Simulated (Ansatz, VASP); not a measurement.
Given: the input of a run of Ansatz 0.2.0 on HfB2.

File input.yaml:

```yaml
crystal:
  lattice:
    - [3.1189255395, 0.0, 0.0]
    - [-1.5594627698, 2.7010687497, 0.0]
    - [0.0, 0.0, 3.4566435916]
  atoms:
    - { symbol: Hf, position: [0.0, 0.0, 0.0] }
    - { symbol: B, position: [0.6666666667, 0.3333333333, 0.5] }
    - { symbol: B, position: [0.3333333333, 0.6666666667, 0.5] }
kpoints:
  mp_grid: { grid: [10, 10, 8] }
scf:
  occupations: { method: fermi_dirac, width: 0.05 }
hamiltonian:
  xc: pbe
  pseudopotentials: { kind: all_electron, lapw: { basis_error: 0.001 } }
output:
  forces: true
  stress: true
  eigenvalues: true
```

Potentials or basis: all-electron LAPW, scalar-relativistic.

Run with:

```console
$ ansatz run input.yaml --threads 2 --pin off --max-ram 5120MiB --backend cpu --events-out ev --progress --plain --runs-dir out
```

Task: Set up the same calculation for VASP 6.6.1. Potentials there: VASP PAW PBE potentials, release 64 (Hf_pv, B).

Result: As run (the cutoff follows the program's own potentials):

The input INCAR:

```
PREC = Accurate ; ENCUT = 520
EDIFF = 1E-7 ; ISMEAR = -1
SIGMA = 0.05 ; LREAL = F
LASPH = T ; NELM = 60
ALGO = Normal ; ISIF = 2
LWAVE = F ; LCHARG = F
GGA = PE ; NBANDS = 15
```

File KPOINTS:

```
Automatic mesh
0
Gamma
  10 10 8
```

Contents of POSCAR:

```
HfB2
1.0
    3.1189255395      0.0000000000      0.0000000000
   -1.5594627698      2.7010687497      0.0000000000
    0.0000000000      0.0000000000      3.4566435916
Hf B
1 2
Direct
    0.0000000000      0.0000000000      0.0000000000
    0.6666666667      0.3333333333      0.5000000000
    0.3333333333      0.6666666667      0.5000000000
```

Potentials or basis: VASP PAW PBE potentials, release 64 (Hf_pv, B).

Command:

```bash
$ cat potpaw_PBE.64/Hf_pv/POTCAR potpaw_PBE.64/B/POTCAR > POTCAR
$ mpirun -np 1 vasp_std > vasp.out
```

Both were run:

|  | VASP | Ansatz | Ansatz less VASP |
| --- | --- | --- | --- |
| gap on the k mesh at the Fermi level (eV) | none | none | - |
| pressure (GPa) | 6.4 | 6.8 | +0.42 |
| traceless stress, the component that is largest in VASP (GPa) | 0.14 | -0.03 | -0.172 |

A gap of «none» marks a metal or a gap that the smearing closes. Ansatz ran all-electron here, and VASP with PAW potentials.

Spin-orbit coupling is off throughout.
